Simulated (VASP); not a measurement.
TiAl: single point with LDA

TiAl:

```xyz
2
Lattice="3.0382 0.0000 0.0000 0.0000 3.1241 0.0000 0.0000 0.0000 3.1241" Properties=species:S:1:pos:R:3 pbc="T T T"
Ti    0.0000    0.0000    0.0000
Al    1.5191    1.5620    1.5620
```

This cell differs from its parent crystal: normal strain along x -0.0275, normal strain along y +0.0000.

```yaml
Program: VASP 6.6.1
Task: single point
Functional: LDA
Potentials_or_basis: VASP PAW LDA potentials, release 64 (Ti_sv, Al)
Cutoff: 520 eV
k_mesh: 14 × 14 × 14
Occupations: gaussian, width 0.15 eV
Spin: no spin polarisation
```

```json
{"Pressure": "3.9 GPa"}
```

Stress tensor (GPa, compression positive):
```
3.13 0.00 0.00
0.00 4.31 0.00
0.00 0.00 4.31
```

Levels at points of the mesh, in eV from the Fermi level:
```
           k point  band 4  band 5  band 6  band 7  band 8  band 9  band 10  band 11
(0.00, 0.00, 0.00)  -32.57   -9.54   -1.65   -1.57    1.84    2.00     2.00     4.56
(0.50, 0.00, 0.00)  -32.59   -5.87   -5.30   -0.57    0.03    0.03     2.12     3.59
(0.00, 0.50, 0.00)  -32.55   -6.15   -5.37   -0.65    0.01    0.36     2.22     3.24
(0.50, 0.50, 0.00)  -32.57   -5.16   -2.06   -1.88   -1.51    0.60     0.67     3.09
(0.00, 0.50, 0.50)  -32.53   -5.34   -2.12   -2.12   -1.57    0.88     0.88     2.97
(0.50, 0.50, 0.50)  -32.77   -3.32   -3.32   -3.32    1.06    3.05     3.20     3.20
```

It took 27 s on 1 thread of Intel(R) Xeon(R) 6975P-C (Granite Rapids), on a shared host, peak memory 0.22 GiB.

Caveat: the cell differs from its parent crystal (normal strain along x -0.0275, normal strain along y +0.0000).
